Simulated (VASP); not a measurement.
A run of VASP 6.6.1 is set up as follows.

The input INCAR:

```
PREC = Accurate
ENCUT = 520
EDIFF = 1E-6
ISMEAR = 1
SIGMA = 0.1
LREAL = False
LASPH = True
NELM = 60
ALGO = Normal
ISIF = 2
LWAVE = False
LCHARG = False
GGA = PE
NBANDS = 20
```

KPOINTS

```
Automatic mesh
0
Gamma
  5 5 5
```

The input POSCAR:

```
Na3Al
1.0
    0.0000000000      3.8999695404      3.8999695404
    3.8999695404      0.0000000000      3.8999695404
    3.8999695404      3.8999695404      0.0000000000
Na Al
3 1
Direct
    0.2500000000      0.2500000000      0.2500000000
    0.7500000000      0.7500000000      0.7500000000
    0.5000000000      0.5000000000      0.5000000000
    0.0000000000      0.0000000000      0.0000000000
```

Potentials or basis: VASP PAW PBE potentials, release 64 (Na_pv, Al).

The run is started by

```sh
$ cat potpaw_PBE.64/Na_pv/POTCAR potpaw_PBE.64/Al/POTCAR > POTCAR
$ mpirun -np 1 vasp_std > vasp.out
```

Task: What does it give for the band gap on the k mesh?

Result: Zero (band 12 reaches 2.31 eV, above the bottom of band 13 at 0.82 eV).

Task: What does it give for the pressure?

Result: -0.6 GPa.
